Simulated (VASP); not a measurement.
Input of a VASP 6.6.1 run:

Contents of INCAR:

```
SYSTEM = Be
PREC = Accurate
ENCUT = 520
EDIFF = 1E-6
ISMEAR = 0
SIGMA = 0.15
LREAL = .FALSE.
LASPH = .TRUE.
NELM = 80
ALGO = Fast
ISIF = 2
LWAVE = .FALSE.
LCHARG = .FALSE.
GGA = PS
NBANDS = 9
```

File KPOINTS:

```
Automatic mesh
0
G
  24 24 14
  0 0 0
```

POSCAR

```
Be
1.0
    2.2995019849      0.0000000000      0.0000000000
   -1.1497509925      1.8420700999      0.0000000000
    0.0000000000      0.0000000000      3.6009000000
Be
2
Direct
    0.3333333333      0.6666666667      0.2500000000
    0.6666666667      0.3333333333      0.7500000000
```

Potentials or basis: VASP PAW PBE potentials, release 64 (Be).

Launch:

```sh
$ cat potpaw_PBE.64/Be/POTCAR > POTCAR
$ mpirun -np 1 vasp_std > vasp.out
```

(1) What does it give for the pressure?

(2) Predict the largest force.

(3) What does it give for the band gap on the k mesh?

## Answers

(1) 4.2 GPa.

(2) 0.211 eV/Å.

(3) zero (bands 2 and 3 overlap by 1.77 eV).

Caveat: the cell differs from its parent crystal (strain -0.0750 x Voigt [0, 1, 0, 0, 0, 0]); the stress differs along the axes, from -4 to 21 GPa; the PAW data sets were made with another functional, which shifts forces and pressure a little.
